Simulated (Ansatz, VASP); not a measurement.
## Pb: VASP beside Ansatz

Contents of INCAR:

```
  PREC = Accurate
  ENCUT = 520
  EDIFF = 1E-6
  ISMEAR = -1
  SIGMA = 0.08
  LREAL = False
  LASPH = True
  NELM = 100
  ALGO = Normal
  ISIF = 2
  LWAVE = False
  LCHARG = False
  GGA = PS
  NBANDS = 13
```

Contents of KPOINTS:

```
Automatic mesh
0
Gamma
  13 13 13
```

The input POSCAR:

```
Pb
1.0
   -1.9395907887      1.9395907887      1.9395907887
    1.9395907887     -1.9395907887      1.9395907887
    1.9395907887      1.9395907887     -1.9395907887
Pb
1
Direct
    0.0000000000      0.0000000000      0.0000000000
```

Input for Ansatz:

```yaml
crystal:
  lattice:
    - [-1.9395907887, 1.9395907887, 1.9395907887]
    - [1.9395907887, -1.9395907887, 1.9395907887]
    - [1.9395907887, 1.9395907887, -1.9395907887]
  atoms:
    - { symbol: Pb, position: [0.0, 0.0, 0.0] }
kpoints:
  mp_grid: { grid: [13, 13, 13] }
scf:
  occupations: { method: fermi_dirac, width: 0.08 }
hamiltonian:
  xc: pbesol
  pseudopotentials: { kind: all_electron, lapw: { basis_error: 0.00025 } }
output:
  forces: true
  stress: true
  eigenvalues: true
```

Change from the starting cell: volume scaled by 0.9405.

Alike in both runs: task single point; functional PBEsol; k mesh 13 × 13 × 13; occupations fermi-dirac, width 0.08 eV; no spin polarisation.

|  | VASP | Ansatz |
| --- | --- | --- |
| version | VASP 6.6.1 | Ansatz 0.2.0 |
| potentials or method | VASP PAW PBE potentials, release 64 (Pb_d), cutoff 520 eV | all-electron LAPW, scalar-relativistic |

```tsv
	VASP	Ansatz	Ansatz less VASP
pressure (GPa)	1.1	1.2	+0.09
```

VASP's potentials were made for PBE, not for PBEsol. Ansatz ran all-electron here, and VASP with PAW potentials.

Neither program's run includes spin-orbit coupling.
